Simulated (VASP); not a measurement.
# CaO (Lime) (Fm-3m) in VASP: a series of runs

CaO (Lime) is run at these levels: PBE; tasks: single point.

Everything below comes from runs of VASP 6.6.1. Logs are shortened: lines on timing, memory, paths and dates and some standing lists are left out, and cuts for length are marked.

## (1) The cell of the first run

The structure is cubic, space group Fm-3m (No. 225). Conventional cell: a = 4.795 Å, b = 4.795 Å, c = 4.795 Å, α = 90.00°, β = 90.00°, γ = 90.00°. Within 3.2 Å of Ca (site symmetry m-3m) lie 6 O at 2.40 Å. O (site symmetry m-3m) has 6 Ca at 2.40 Å within 3.2 Å.

## (2) Single point, PBE

INCAR reads:

```
SYSTEM = CaO
  PREC = Accurate
  ENCUT = 520
  EDIFF = 1E-6
  ISMEAR = 0
  SIGMA = 0.01
  LREAL = .FALSE.
  LASPH = .TRUE.
  NELM = 100
  ALGO = Normal
  ISIF = 2
  LWAVE = .FALSE.
  LCHARG = .FALSE.
  GGA = PE
  NBANDS = 15
```

KPOINTS reads:

```
regular mesh
0
G
  6 6 6
  0 0 0
```

POSCAR reads:

```
CaO
1.0
    0.0000000000      2.3975473904      2.3975473904
    2.3975473904      0.0000000000      2.3975473904
    2.3975473904      2.3975473904      0.0000000000
Ca O
1 1
Direct
    0.0000000000      0.0000000000      0.0000000000
    0.5000000000      0.5000000000      0.5000000000
```

Potentials or basis: VASP PAW PBE potentials, release 64 (Ca_sv, O).

On the command line:

```bash
$ cat potpaw_PBE.64/Ca_sv/POTCAR potpaw_PBE.64/O/POTCAR > POTCAR
$ mpirun -np 1 vasp_std > vasp.out
```

OUTCAR:

```text
SYSTEM = CaO
   PREC = Accurate
   ENCUT = 520
   EDIFF = 1E-6
   ISMEAR = 0
   LREAL = .FALSE.
   LASPH = .TRUE.
   NELM = 100
   ISIF = 2
   GGA = PE

 ion  position               nearest neighbor table
   1  0.000  0.000  0.000-   2 2.40   2 2.40   2 2.40   2 2.40   2 2.40   2 2.40
   2  0.500  0.500  0.500-   1 2.40   1 2.40   1 2.40   1 2.40   1 2.40   1 2.40

  LATTYP: Found a face centered cubic cell.
 ALAT       =     4.7950947808

  Lattice vectors:

 A1 = (   0.0000000000,   2.3975473904,   2.3975473904)
 A2 = (   2.3975473904,   0.0000000000,   2.3975473904)
 A3 = (   2.3975473904,   2.3975473904,   0.0000000000)

Analysis of symmetry for initial positions (statically):
=====================================================================
 Subroutine PRICEL returns:
 Original cell was already a primitive cell.

 Routine SETGRP: Setting up the symmetry group for a
 face centered cubic supercell.

 Subroutine GETGRP returns: Found 48 space group operations
 (whereof 48 operations were pure point group operations)
 out of a pool of 48 trial point group operations.

The static configuration has the point symmetry O_h .

Analysis of symmetry for dynamics (positions and initial velocities):
=====================================================================
 Subroutine PRICEL returns:
 Original cell was already a primitive cell.

 Routine SETGRP: Setting up the symmetry group for a
 face centered cubic supercell.

 Subroutine GETGRP returns: Found 48 space group operations
 (whereof 48 operations were pure point group operations)
 out of a pool of 48 trial point group operations.

The dynamic configuration has the point symmetry O_h .

 Subroutine INISYM returns: Found 48 space group operations
 (whereof 48 operations are pure point group operations),
 and found     1 'primitive' translations

----------------------------------------------------------------------------------------

                                     Primitive cell

  volume of cell :      27.5633

  direct lattice vectors                    reciprocal lattice vectors
     0.000000000  2.397547390  2.397547390    -0.208546451  0.208546451  0.208546451
     2.397547390  0.000000000  2.397547390     0.208546451 -0.208546451  0.208546451
     2.397547390  2.397547390  0.000000000     0.208546451  0.208546451 -0.208546451

  length of vectors
     3.390644036  3.390644036  3.390644036     0.361213049  0.361213049  0.361213049

  position of ions in fractional coordinates (direct lattice)
     0.000000000  0.000000000  0.000000000
     0.500000000  0.500000000  0.500000000

  ion indices of the primitive-cell ions
[... 79 lines left out ...]
   EMIN   =  10.00;   EMAX   =-10.00  energy-range for DOS
   EFERMI =   0.00;   METHOD = LEGACY
   ISMEAR =     0;   SIGMA  =   0.01  broadening in eV -4-tet -1-fermi 0-gaus
   EFERMI_NEDOS =   21; number of points for ismear=-14 and -15
   IALGO  =     38    algorithm
   IMIX   =      4    mixing-type and parameters
     AMIX     =   0.40;   BMIX     =  1.00
     AMIX_MAG =   1.60;   BMIX_MAG =  1.00
  volume/ion in A,a.u.               =      13.78        93.00
  Fermi-wavevector in a.u.,A,eV,Ry     =   1.365644  2.580694 25.374656  1.864985
  Thomas-Fermi vector in A             =   2.491855
   LORBIT       =      0    0 simple, 1 ext, 2 COOP (PROOUT), +10 PAW based schemes
   GGA     = PE    functional components
   LHFCALC =     F    Hartree Fock is set to
   AEXX    =    0.0000 exact exchange contribution
   IVDW    =     0    specifies the selected vdW correction
   LEPSILON=     F    determine dielectric tensor
   LRPA    =     F    only Hartree local field effects (RPA)
 non-spin polarized calculation
 Gauss-broadening in eV      SIGMA  =   0.01
  energy-cutoff  :      520.00
  volume of cell :       27.56
 maximum number of plane-waves:       754
 NGX is ok and might be reduce to    28
   NGX = 13   NGY = 13   NGZ = 13

 number of electron      15.9999997 magnetization

 Free energy of the ion-electron system (eV)
  ---------------------------------------------------
  ext. energy  EPLUGINS =         0.00000000
  ---------------------------------------------------
  free energy    TOTEN  =       -12.79763419 eV

  energy without entropy =      -12.79763419  energy(sigma->0) =      -12.79763419

 E-fermi :   2.5638     XC(G=0): -10.5097

 val. band max:        2.3908145818   @ k =   0.0000   0.0000   0.0000
 cond. band min:       6.0236184757   @ k =   0.5000   0.5000   0.0000
 fundamental gap:      3.6328038939
 Fermi energy:         2.5638409990

 k-point     1 :       0.0000    0.0000    0.0000
  band No.  band energies     occupation
      1     -35.2180      2.00000
      2     -15.9767      2.00000
      3     -15.9767      2.00000
      4     -15.9767      2.00000
      5     -13.1552      2.00000
      6       2.3908      2.00000
      7       2.3908      2.00000
      8       2.3908      2.00000
      9       7.1612      0.00000
     10       8.6329      0.00000
     11       8.6329      0.00000
     12       8.6329      0.00000
     13      10.1489      0.00000
     14      10.1489      0.00000
[... 257 lines left out ...]
      2     -16.4991      2.00000
      3     -16.3699      2.00000
      4     -16.3076      2.00000
      5     -12.6123      2.00000
      6       1.1806      2.00000
      7       1.3089      2.00000
      8       1.5813      2.00000
      9       7.4236      0.00000
     10      10.0932      0.00000
     11      10.7770      0.00000
     12      11.9762      0.00000
     13      12.1395      0.00000
     14      15.3883      0.00000
     15      16.1373      0.00000

------------------------ aborting loop because EDIFF is reached ----------------------------------------

  FORCE on cell =-STRESS in cart. coord.  units (eV):
  Direction    XX          YY          ZZ          XY          YZ          ZX
  --------------------------------------------------------------------------------------
  -------------------------------------------------------------------------------------
  Total        0.5255342      0.5255342      0.5255342      0.0000000     -0.0000000      0.0000000
  in kB       30.5478021     30.5478021     30.5478021      0.0000000     -0.0000000      0.0000000
  external PRESSURE =      30.5478021 kB  Pullay stress =       0.0000000 kB

 VOLUME and BASIS-vectors are now :
 -----------------------------------------------------------------------------
  energy-cutoff  :      520.00
  volume of cell :       27.56
      direct lattice vectors                 reciprocal lattice vectors
     0.000000000  2.397547390  2.397547390    -0.208546451  0.208546451  0.208546451
     2.397547390  0.000000000  2.397547390     0.208546451 -0.208546451  0.208546451
     2.397547390  2.397547390  0.000000000     0.208546451  0.208546451 -0.208546451

 POSITION                                       TOTAL-FORCE (eV/Angst)
 -----------------------------------------------------------------------------------
      0.00000      0.00000      0.00000         0.000000      0.000000      0.000000
      2.39755      2.39755      2.39755        -0.000000     -0.000000     -0.000000
 -----------------------------------------------------------------------------------
    total drift:                                0.000000      0.000000      0.000000

  FREE ENERGIE OF THE ION-ELECTRON SYSTEM (eV)
  ---------------------------------------------------
  free  energy   TOTEN  =       -12.7976341885 eV

  energy  without entropy=      -12.7976341885  energy(sigma->0) =      -12.79763419
```

OSZICAR:

```text
N       E                     dE             d eps       ncg     rms          rms(c)
DAV:   1     0.126531582120E+03    0.12653E+03   -0.85461E+03   480   0.111E+03
DAV:   2    -0.935957663935E+01   -0.13589E+03   -0.12622E+03   592   0.295E+02
DAV:   3    -0.143575905871E+02   -0.49980E+01   -0.49480E+01   571   0.585E+01
DAV:   4    -0.145081939562E+02   -0.15060E+00   -0.15041E+00   682   0.884E+00
DAV:   5    -0.145104107587E+02   -0.22168E-02   -0.22168E-02   573   0.943E-01    0.856E+00
DAV:   6    -0.128713101664E+02    0.16391E+01   -0.50614E+00   530   0.220E+01    0.356E+00
DAV:   7    -0.128010333382E+02    0.70277E-01   -0.41250E-01   544   0.660E+00    0.180E+00
DAV:   8    -0.127985993120E+02    0.24340E-02   -0.75227E-02   613   0.295E+00    0.424E-01
DAV:   9    -0.127970068205E+02    0.15925E-02   -0.48482E-03   487   0.580E-01    0.109E-01
DAV:  10    -0.127976594775E+02   -0.65266E-03   -0.74489E-04   572   0.247E-01    0.414E-02
DAV:  11    -0.127976347222E+02    0.24755E-04   -0.54899E-05   578   0.861E-02    0.771E-03
DAV:  12    -0.127976341885E+02    0.53370E-06   -0.74414E-06   585   0.251E-02
   1 F= -.12797634E+02 E0= -.12797634E+02  d E =-.748103-134
```

Run time: 8.9 s. Hardware: 1 thread of AMD EPYC 9R45 (Zen 5), shared host; peak memory 0.12 GiB.

What came out:

```
Free energy            : -12.7976 eV
Pressure               : 3.1 GPa
Band gap on the k mesh : 3.63 eV, indirect (least direct gap 4.01 eV)
```

Levels at points of the mesh, in eV from the valence-band top:
```csv
k point,band 4,band 5,band 6,band 7,band 8,band 9,band 10,band 11,band 12,band 13
"(0.00, 0.00, 0.00)",-18.37,-15.55,0.00,0.00,0.00,4.77,6.24,6.24,6.24,7.76
"(0.50, 0.00, 0.00)",-18.42,-14.32,-2.66,-1.22,-1.22,7.08,8.39,8.39,8.56,10.48
"(0.50, 0.50, 0.00)",-18.60,-15.31,-1.30,-0.37,-0.37,3.63,8.10,8.93,9.58,9.58
```

A k mesh can miss the band edges. Expect the measured gap to be larger: semilocal functionals such as PBE lack the derivative discontinuity.

## (3) Single point, PBE

INCAR reads:

```
PREC = Accurate ; ENCUT = 520
EDIFF = 1E-7 ; ISMEAR = 0
SIGMA = 0.01 ; LREAL = False
LASPH = True ; NELM = 100
ALGO = Normal ; ISIF = 2
LWAVE = False ; LCHARG = False
GGA = PE ; NBANDS = 15
```

KPOINTS reads:

```
Automatic mesh
0
Gamma
  6 6 6
```

POSCAR is that of step 2.

Potentials or basis: VASP PAW PBE potentials, release 64 (Ca_sv, O).

On the command line:

```bash
$ cat potpaw_PBE.64/Ca_sv/POTCAR potpaw_PBE.64/O/POTCAR > POTCAR
$ mpirun -np 1 vasp_std > vasp.out
```

Run time: 11 s. Hardware: 1 thread of AMD EPYC 9R45 (Zen 5), shared host; peak memory 0.12 GiB.

Results (log left out):

| Property | Result |
| --- | --- |
| Free energy | -12.7976 eV |
| Pressure | 3.1 GPa |
| Band gap on the k mesh | 3.63 eV, indirect (least direct gap 4.01 eV) |

Levels at points of the mesh, in eV from the valence-band top:
| k point | band 4 | band 5 | band 6 | band 7 | band 8 | band 9 | band 10 | band 11 | band 12 | band 13 |
| --- | --- | --- | --- | --- | --- | --- | --- | --- | --- | --- |
| (0.00, 0.00, 0.00) | -18.37 | -15.55 | 0.00 | 0.00 | 0.00 | 4.77 | 6.24 | 6.24 | 6.24 | 7.76 |
| (0.50, 0.00, 0.00) | -18.42 | -14.32 | -2.66 | -1.22 | -1.22 | 7.08 | 8.39 | 8.39 | 8.56 | 10.48 |
| (0.50, 0.50, 0.00) | -18.60 | -15.31 | -1.30 | -0.37 | -0.37 | 3.63 | 8.10 | 8.93 | 9.58 | 9.58 |

A k mesh can miss the band edges. A hybrid or GW would open this gap; PBE tends to underestimate it.
